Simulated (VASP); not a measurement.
A run of VASP 6.6.1 is set up as follows.

The input POSCAR:

```
KCl
1.0
    0.0000000000      2.9667340000      3.1561000000
    2.9667340000      0.0000000000      3.1561000000
    2.9667340000      2.9667340000      0.0000000000
K Cl
1 1
Direct
    0.0000000000      0.0000000000      0.0000000000
    0.5000000000      0.5000000000      0.5000000000
```

File INCAR.step1:

```
SYSTEM = KCl
ALGO = Normal
EDIFF = 1E-4
ENCUT = 520
GGA = PE
ISMEAR = 0
LASPH = .True.
LCHARG = .False.
LREAL = .False.
LWAVE = .True.
NBANDS = 15
NELM = 80
PREC = Accurate
SIGMA = 0.05
```

Contents of INCAR.step2:

```
SYSTEM = KCl
ALGO = Normal
EDIFF = 1E-6
ENCUT = 520
ISIF = 2
ISMEAR = 0
ISTART = 1
LASPH = .True.
LCHARG = .True.
LELF = .True.
LMIXTAU = .True.
LREAL = .False.
LVHAR = .True.
LWAVE = .False.
METAGGA = R2SCAN
NBANDS = 15
NELM = 80
PREC = Accurate
SIGMA = 0.05
```

KPOINTS

```
k-points
0
Gamma
  6 6 6
  0 0 0
```

Potentials or basis: VASP PAW PBE potentials, release 64 (K_sv, Cl).

Command:

```sh
$ cat potpaw_PBE.64/K_sv/POTCAR potpaw_PBE.64/Cl/POTCAR > POTCAR
$ cp INCAR.step1 INCAR
$ mpirun -np 1 vasp_std > vasp.out
$ cp INCAR.step2 INCAR
$ mpirun -np 1 vasp_std > vasp.out
```

Predict the pressure.

3.2 GPa.

What does it give for the band gap on the k mesh?

6.20 eV, direct.

Stress tensor (GPa, compression positive):
```
4.57 0.00 0.00
0.00 4.57 0.00
0.00 0.00 0.54
```

Caveat: the cell differs from its parent crystal (strain -0.0600 x Voigt [1, 1, 0, 0, 0, 0]); the PAW data sets were made with another functional, which shifts forces and pressure a little.
